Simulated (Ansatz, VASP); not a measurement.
## Ta in VASP and in Ansatz

```
Ta
1.0
    -1.64187    1.64187    1.64187
     1.64187   -1.64187    1.64187
     1.64187    1.64187   -1.64187
Ta
1
Direct
  0.00000 0.00000 0.00000
```

Alike in both runs: functional PBEsol; k mesh 20 × 20 × 20; occupations fermi-dirac, width 0.15 eV; no spin polarisation.

Ansatz relaxed the structure, and its values are those at the end. VASP's run is a single point on that final structure, the one shown.

```csv
,VASP,Ansatz
version,VASP 6.6.1,Ansatz 0.2.0
potentials or method,"VASP PAW PBE potentials, release 64 (Ta_pv), cutoff 520 eV","scalar-relativistic, plane waves, PAW"
valence electrons in the cell,11,13
```

VASP gave:

* gap on the k mesh at the Fermi level (eV): none
* pressure (GPa): 0.2

Problem. What did Ansatz give for the same quantities?

Solution. gap on the k mesh at the Fermi level (eV): none; pressure (GPa): 0.0.

VASP's potentials were made for PBE, not for PBEsol. A gap of «none» marks a metal or a gap that the smearing closes. VASP's potentials hold 11 valence electrons a cell and Ansatz's 13, so a difference there can come from the potentials and not from the codes.

Spin-orbit coupling is off throughout.
